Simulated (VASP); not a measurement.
**InSb: single point with PBE**

The system is InSb.

```
In Sb
1.0
     0.00000    3.20215    2.83615
     3.20215    0.00000    2.83615
     3.20215    3.20215    0.00000
In Sb
1 1
Direct
  0.00000 0.00000 0.00000
  0.50000 0.50000 0.50000
```

```
Program             : VASP 6.6.1
Task                : single point
Functional          : PBE
Potentials or basis : VASP PAW PBE potentials, release 64 (In_d, Sb)
Cutoff              : 520 eV
k mesh              : 14 × 14 × 14
Occupations         : gaussian, width 0.15 eV
Spin                : no spin polarisation
```

```json
{
  "Pressure": "1.7 GPa",
  "Band gap on the k mesh": "zero (bands 9 and 10 overlap by 2.96 eV)"
}
```

Stress tensor (GPa, compression positive):
```
-2.54  0.00  0.00
 0.00 -2.54  0.00
 0.00  0.00 10.18
```

Levels at points of the mesh, in eV from the Fermi level:
```
           k point  band 6  band 7  band 8  band 9  band 10  band 11  band 12  band 13
(0.00, 0.00, 0.00)  -10.92   -0.91   -0.40    0.39     0.39     4.93     4.93     6.02
(0.50, 0.00, 0.00)   -9.19   -6.42    0.04    0.41     1.76     2.07     3.47     3.65
(0.50, 0.50, 0.00)   -7.93   -4.40   -3.87   -2.43    -2.43     2.95     7.91     7.91
(0.50, 0.00, 0.50)   -8.81   -4.37   -2.87   -2.58    -1.23     3.50     6.53     9.45
```

Run time: 100 s on 1 thread of AMD EPYC 9R45 96-Core Processor (Zen 5), with other jobs on the host, peak memory 0.34 GiB.

Caveat: spin-orbit coupling is left out, which moves the levels of the heavy elements.
